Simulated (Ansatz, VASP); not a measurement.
Two plane-wave programs on MgO

```
Mg O
1.0
     0.00000    2.10702    2.10702
     2.10702    0.00000    2.10702
     2.10702    2.10702    0.00000
Mg O
1 1
Direct
  0.00000 0.00000 0.00000
  0.50000 0.50000 0.50000
```

Alike in both runs: functional PBEsol; k mesh 10 × 10 × 10; occupations gaussian, width 0.02 eV; no spin polarisation.

Ansatz relaxed the structure, and its values are those at the end. VASP's run is a single point on that final structure, the one shown.

|  | VASP | Ansatz |
| --- | --- | --- |
| version | VASP 6.6.1 | Ansatz 0.2.0 |
| potentials or method | VASP PAW PBE potentials, release 64 (Mg, O), cutoff 520 eV | scalar-relativistic, plane waves, PAW |
| valence electrons in the cell | 8 | 16 |

|  | VASP | Ansatz | Ansatz less VASP |
| --- | --- | --- | --- |
| gap on the k mesh at the Fermi level (eV) | 4.62 | 4.62 | 0.000 |
| least direct gap on the mesh (eV) | 4.62 | 4.62 | 0.000 |
| pressure (GPa) | -0.5 | 0.0 | +0.51 |

VASP's potentials were made for PBE, not for PBEsol. With one functional, cell and mesh, what is left measures potentials, basis and numerics. VASP's potentials hold 8 valence electrons a cell and Ansatz's 16, so a difference there can come from the potentials and not from the codes.
